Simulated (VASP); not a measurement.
# TaC (Fm-3m) in VASP: single point with PBE

Aim: the single point of TaC with PBE.

Everything below comes from runs of VASP 6.6.1. Logs are shortened: lines on timing, memory, paths and dates and some standing lists are left out, and cuts for length are marked.

## 1. The cell of the first run

Symmetry: Fm-3m, No. 225, cubic system. The conventional cell has a = 4.475 Å, b = 4.475 Å, c = 4.475 Å, α = 90.00°, β = 90.00°, γ = 90.00°. Ta (site symmetry m-3m) has 6 C at 2.24 Å within 3.0 Å. C (site symmetry m-3m) has 6 Ta at 2.24 Å within 3.0 Å.

## 2. Single point, PBE

Input file INCAR:

```
SYSTEM = TaC
PREC = Accurate ; ENCUT = 600
EDIFF = 1E-6 ; ISMEAR = -1
SIGMA = 0.05 ; LREAL = .False.
LASPH = .True. ; NELM = 120
ALGO = Normal ; ISIF = 2
LWAVE = .False. ; LCHARG = .False.
GGA = PE ; NBANDS = 14
GGA_COMPAT = .False.
```

Input file KPOINTS:

```
regular mesh
0
Gamma
  13 13 13
  0 0 0
```

Input file POSCAR:

```
TaC
1.0
    0.0000000000      2.2377109038      2.2377109038
    2.2377109038      0.0000000000      2.2377109038
    2.2377109038      2.2377109038      0.0000000000
Ta C
1 1
Direct
    0.0000000000      0.0000000000      0.0000000000
    0.5000000000      0.5000000000      0.5000000000
```

Potentials or basis: VASP PAW PBE potentials, release 64 (Ta_pv, C).

Started as:

```console
cat potpaw_PBE.64/Ta_pv/POTCAR potpaw_PBE.64/C/POTCAR > POTCAR
mpirun -np 1 vasp_std > vasp.out
```

OUTCAR:

```text
SYSTEM = TaC
   PREC = Accurate
   ENCUT = 600
   EDIFF = 1E-6
   ISMEAR = -1
   LREAL = .False.
   LASPH = .True.
   NELM = 120
   ISIF = 2
   GGA = PE

 ion  position               nearest neighbor table
   1  0.000  0.000  0.000-   2 2.24   2 2.24   2 2.24   2 2.24   2 2.24   2 2.24
   2  0.500  0.500  0.500-   1 2.24   1 2.24   1 2.24   1 2.24   1 2.24   1 2.24

  LATTYP: Found a face centered cubic cell.
 ALAT       =     4.4754218076

  Lattice vectors:

 A1 = (   0.0000000000,   2.2377109038,   2.2377109038)
 A2 = (   2.2377109038,   0.0000000000,   2.2377109038)
 A3 = (   2.2377109038,   2.2377109038,   0.0000000000)

Analysis of symmetry for initial positions (statically):
=====================================================================
 Subroutine PRICEL returns:
 Original cell was already a primitive cell.

 Routine SETGRP: Setting up the symmetry group for a
 face centered cubic supercell.

 Subroutine GETGRP returns: Found 48 space group operations
 (whereof 48 operations were pure point group operations)
 out of a pool of 48 trial point group operations.

The static configuration has the point symmetry O_h .

Analysis of symmetry for dynamics (positions and initial velocities):
=====================================================================
 Subroutine PRICEL returns:
 Original cell was already a primitive cell.

 Routine SETGRP: Setting up the symmetry group for a
 face centered cubic supercell.

 Subroutine GETGRP returns: Found 48 space group operations
 (whereof 48 operations were pure point group operations)
 out of a pool of 48 trial point group operations.

The dynamic configuration has the point symmetry O_h .

 Subroutine INISYM returns: Found 48 space group operations
 (whereof 48 operations are pure point group operations),
 and found     1 'primitive' translations

----------------------------------------------------------------------------------------

                                     Primitive cell

  volume of cell :      22.4100

  direct lattice vectors                    reciprocal lattice vectors
     0.000000000  2.237710904  2.237710904    -0.223442626  0.223442626  0.223442626
     2.237710904  0.000000000  2.237710904     0.223442626 -0.223442626  0.223442626
     2.237710904  2.237710904  0.000000000     0.223442626  0.223442626 -0.223442626

  length of vectors
     3.164601109  3.164601109  3.164601109     0.387013980  0.387013980  0.387013980

  position of ions in fractional coordinates (direct lattice)
     0.000000000  0.000000000  0.000000000
     0.500000000  0.500000000  0.500000000

  ion indices of the primitive-cell ions
   primitive index   ion index
                 1           1
                 2           2

----------------------------------------------------------------------------------------

 KPOINTS: regular mesh

Automatic generation of k-mesh.
 Grid dimensions read from file:
 generate k-points for:   13   13   13

 Generating k-lattice:

  Cartesian coordinates                     Fractional coordinates (reciprocal lattice)
    -0.017187894  0.017187894  0.017187894     0.076923077  0.000000000  0.000000000
     0.017187894 -0.017187894  0.017187894     0.000000000  0.076923077  0.000000000
     0.017187894  0.017187894 -0.017187894     0.000000000  0.000000000  0.076923077

  Length of vectors
     0.029770306  0.029770306  0.029770306

  Shift w.r.t. Gamma in fractional coordinates (k-lattice)
     0.000000000  0.000000000  0.000000000

 Subroutine IBZKPT returns following result:
 ===========================================

 Found     84 irreducible k-points:

 Following reciprocal coordinates:
            Coordinates               Weight
  0.000000  0.000000  0.000000      1.000000
  0.076923  0.000000  0.000000      8.000000
  0.153846  0.000000  0.000000      8.000000
  0.230769  0.000000  0.000000      8.000000
  0.307692  0.000000  0.000000      8.000000
  0.384615  0.000000  0.000000      8.000000
[... 16 lines left out ...]
  0.384615  0.153846  0.000000     24.000000
  0.461538  0.153846  0.000000     24.000000
 [... further k-points ...]
   k-points           NKPTS =     84   k-points in BZ     NKDIM =     84   number of bands    NBANDS=     14
   number of dos      NEDOS =    301   number of ions     NIONS =      2
   total plane-waves  NPLWV =  21952
   dimension x,y,z NGX =    28 NGY =   28 NGZ =   28
   dimension x,y,z NGXF=    56 NGYF=   56 NGZF=   56
   ions per type =               1   1
   NGX,Y,Z   is equivalent  to a cutoff of  14.71, 14.71, 14.71 a.u.
   NGXF,Y,Z  is equivalent  to a cutoff of  29.42, 29.42, 29.42 a.u.
 SYSTEM =  TaC
   PREC   = accura    normal or accurate (medium, high low for compatibility)
   ISTART =      0    job   : 0-new  1-cont  2-samecut
   ICHARG =      2    charge: 1-file 2-atom 10-const
   ISPIN  =      1    spin polarized calculation?
   LNONCOLLINEAR =      F non collinear calculations
   LSORBIT =      F    spin-orbit coupling
   LASPH  =      T    aspherical Exc in radial PAW
   ENCUT  =  600.0 eV  44.10 Ry    6.64 a.u.   6.32  6.32  6.32*2*pi/ulx,y,z
   NELM   =    120;   NELMIN=  2; NELMDL= -5     # of ELM steps
   EDIFF  = 0.1E-05   stopping-criterion for ELM
   LREAL  =      F    real-space projection
   EDIFFG = 0.1E-04   stopping-criterion for IOM
   NSW    =      0    number of steps for IOM
   IBRION =     -1    ionic relax: 0-MD 1-quasi-New 2-CG
   NFREE  =      0    steps in history (QN), initial steepest desc. (CG)
   ISIF   =      2    stress and relaxation
   ISYM   =      2    0-nonsym 1-usesym 2-fastsym
   POTIM  = 0.5000    time-step for ionic-motion
   TEBEG  =    0.0;   TEEND  =   0.0 temperature during run
   PSTRESS=    0.0 pullay stress
   NELECT =      15.0000    total number of electrons
   NUPDOWN=      -1.0000    fix difference up-down
   EMIN   =  10.00;   EMAX   =-10.00  energy-range for DOS
   EFERMI =   0.00;   METHOD = LEGACY
   ISMEAR =    -1;   SIGMA  =   0.05  broadening in eV -4-tet -1-fermi 0-gaus
   EFERMI_NEDOS =   21; number of points for ismear=-14 and -15
   IALGO  =     38    algorithm
   IMIX   =      4    mixing-type and parameters
     AMIX     =   0.40;   BMIX     =  1.00
     AMIX_MAG =   1.60;   BMIX_MAG =  1.00
  volume/ion in A,a.u.               =      11.21        75.62
  Fermi-wavevector in a.u.,A,eV,Ry     =   1.432049  2.706181 27.902351  2.050765
  Thomas-Fermi vector in A             =   2.551719
   LORBIT       =      0    0 simple, 1 ext, 2 COOP (PROOUT), +10 PAW based schemes
   GGA     = PE    functional components
   LHFCALC =     F    Hartree Fock is set to
   AEXX    =    0.0000 exact exchange contribution
   IVDW    =     0    specifies the selected vdW correction
   LEPSILON=     F    determine dielectric tensor
   LRPA    =     F    only Hartree local field effects (RPA)
 non-spin polarized calculation
  energy-cutoff  :      600.00
  volume of cell :       22.41
 maximum number of plane-waves:       763
 NGX is ok and might be reduce to    28
   NGX = 13   NGY = 13   NGZ = 13

 number of electron      15.0000000 magnetization

 Free energy of the ion-electron system (eV)
  ---------------------------------------------------
  ext. energy  EPLUGINS =         0.00000000
  ---------------------------------------------------
  free energy    TOTEN  =       -22.21056575 eV

  energy without entropy =      -22.20688944  energy(sigma->0) =      -22.20872759

 E-fermi :   8.2688     XC(G=0): -13.1314

 val. band max:        8.2529326497   @ k =   0.0769   0.0000   0.0000
 cond. band min:       8.3460329430   @ k =  -0.2308   0.0769   0.0000
 fundamental gap:      0.0931002933
 Fermi energy:         8.2688140316

 k-point     1 :       0.0000    0.0000    0.0000
  band No.  band energies     occupation
      1     -26.8545      2.00000
      2     -26.8545      2.00000
      3     -26.8545      2.00000
      4      -6.4638      2.00000
      5       6.9483      2.00000
      6       6.9483      2.00000
      7       6.9483      2.00000
      8       7.7890      1.99986
      9       7.7890      1.99986
     10       7.7890      1.99986
     11       8.8958      0.00001
     12       8.8958      0.00001
     13      14.6746      0.00000
     14      18.2933      0.00000

 k-point     2 :       0.0769    0.0000    0.0000
  band No.  band energies     occupation
      1     -26.8956      2.00000
      2     -26.8586      2.00000
      3     -26.8586      2.00000
      4      -6.3001      2.00000
      5       6.1312      2.00000
      6       6.5171      2.00000
      7       6.5171      2.00000
      8       7.4257      2.00000
      9       7.4257      2.00000
     10       8.2529      1.15749
     11      10.0167      0.00000
     12      10.0167      0.00000
     13      15.0011      0.00000
     14      18.7069      0.00000

 k-point     3 :       0.1538    0.0000    0.0000
  band No.  band energies     occupation
      1     -27.0079      2.00000
      2     -26.8702      2.00000
      3     -26.8702      2.00000
      4      -5.8279      2.00000
      5       4.8108      2.00000
      6       5.4143      2.00000
      7       5.4143      2.00000
      8       7.7885      1.99987
      9       7.7885      1.99987
     10       8.7166      0.00026
     11      11.7104      0.00000
     12      11.7104      0.00000
     13      15.7909      0.00000
     14      19.7896      0.00000
[... 324 lines left out ...]
 k-point    23 :       0.3846    0.1538    0.0000
  band No.  band energies     occupation
      1     -27.3524      2.00000
      2     -26.9708      2.00000
      3     -26.9636      2.00000
      4      -3.7842      2.00000
      5       1.5324      2.00000
      6       3.4709      2.00000
      7       4.1484      2.00000
      8       7.8321      1.99968
      9      10.7458      0.00000
     10      11.3477      0.00000
     11      13.9699      0.00000
     12      15.5646      0.00000
     13      18.1837      0.00000
     14      20.8364      0.00000

 k-point    24 :       0.4615    0.1538    0.0000
  band No.  band energies     occupation
      1     -27.4418      2.00000
      2     -27.0009      2.00000
      3     -26.9657      2.00000
      4      -3.0624      2.00000
      5       0.8059      2.00000
      6       3.1390      2.00000
      7       3.5932      2.00000
      8       8.7291      0.00020
      9      11.1684      0.00000
     10      11.7800      0.00000
     11      15.3842      0.00000
     12      15.4302      0.00000
     13      18.2005      0.00000
     14      20.3280      0.00000

 [... further k-points ...]
[... 5 lines left out ...]
  --------------------------------------------------------------------------------------
  -------------------------------------------------------------------------------------
  Total        0.0784390      0.0784390      0.0784390     -0.0000000      0.0000000      0.0000000
  in kB        5.6079039      5.6079039      5.6079039     -0.0000000      0.0000000      0.0000000
  external PRESSURE =       5.6079039 kB  Pullay stress =       0.0000000 kB

 VOLUME and BASIS-vectors are now :
 -----------------------------------------------------------------------------
  energy-cutoff  :      600.00
  volume of cell :       22.41
      direct lattice vectors                 reciprocal lattice vectors
     0.000000000  2.237710904  2.237710904    -0.223442626  0.223442626  0.223442626
     2.237710904  0.000000000  2.237710904     0.223442626 -0.223442626  0.223442626
     2.237710904  2.237710904  0.000000000     0.223442626  0.223442626 -0.223442626

 POSITION                                       TOTAL-FORCE (eV/Angst)
 -----------------------------------------------------------------------------------
      0.00000      0.00000      0.00000         0.000000     -0.000000      0.000000
      2.23771      2.23771      2.23771        -0.000000      0.000000     -0.000000
 -----------------------------------------------------------------------------------
    total drift:                                0.000000      0.000000      0.000000

  FREE ENERGIE OF THE ION-ELECTRON SYSTEM (eV)
  ---------------------------------------------------
  free  energy   TOTEN  =       -22.2105657474 eV

  energy  without entropy=      -22.2068894352  energy(sigma->0) =      -22.20872759
```

It took 68 s on 1 thread of Intel Xeon 8259CL, shared host; peak memory 0.18 GiB.

Results:

| Quantity | Value |
| --- | --- |
| Free energy | -22.2106 eV |
| Pressure | 0.6 GPa |

Levels at points of the mesh, in eV from the Fermi level:
```
           k point  band 5  band 6  band 7  band 8  band 9  band 10  band 11  band 12
(0.00, 0.00, 0.00)   -1.32   -1.32   -1.32   -0.48   -0.48    -0.48     0.63     0.63
```

Caveat: spin-orbit coupling is left out, which moves the levels of the heavy elements.
